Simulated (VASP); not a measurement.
A run of VASP 6.6.1:

File POSCAR:

```
ZrH2
1.0
    0.0000000000      2.4092250000      2.4092250000
    2.4092250000      0.0000000000      2.4092250000
    2.4092250000      2.4092250000      0.0000000000
Zr H
1 2
Direct
    0.0000000000      0.0000000000      0.0000000000
    0.7500000000      0.7500000000      0.7500000000
    0.2500000000      0.2500000000      0.2500000000
```

Contents of INCAR.step1:

```
PREC = Accurate
ENCUT = 520
ISMEAR = 1
SIGMA = 0.3
LREAL = False
LASPH = True
NELM = 80
NBANDS = 14
GGA = PE
ALGO = Normal
EDIFF = 1E-4
LWAVE = True
LCHARG = False
```

INCAR.step2

```
PREC = Accurate
ENCUT = 520
EDIFF = 1E-7
ISMEAR = 1
SIGMA = 0.3
LREAL = False
LASPH = True
NELM = 80
ALGO = Normal
ISIF = 2
LWAVE = False
LCHARG = False
METAGGA = R2SCAN
LMIXTAU = True
NBANDS = 14
ISTART = 1
```

KPOINTS

```
Automatic mesh
0
Gamma
  11 11 11
```

Potentials or basis: VASP PAW PBE potentials, release 64 (Zr_sv, H).

Launch:

```console
$ cat potpaw_PBE.64/Zr_sv/POTCAR potpaw_PBE.64/H/POTCAR > POTCAR
$ cp INCAR.step1 INCAR
$ mpirun -np 1 vasp_std > vasp.out
$ cp INCAR.step2 INCAR
$ mpirun -np 1 vasp_std > vasp.out
```

Hardware: 1 thread of AMD EPYC 9R45 96-Core Processor (Zen 5), on a shared host.

Q: Estimate the wall time of this run.

A: Run time: 79 s on 1 thread of AMD EPYC 9R45 96-Core Processor (Zen 5), with other jobs on the host, peak memory 0.14 GiB. Counts: k points 56.
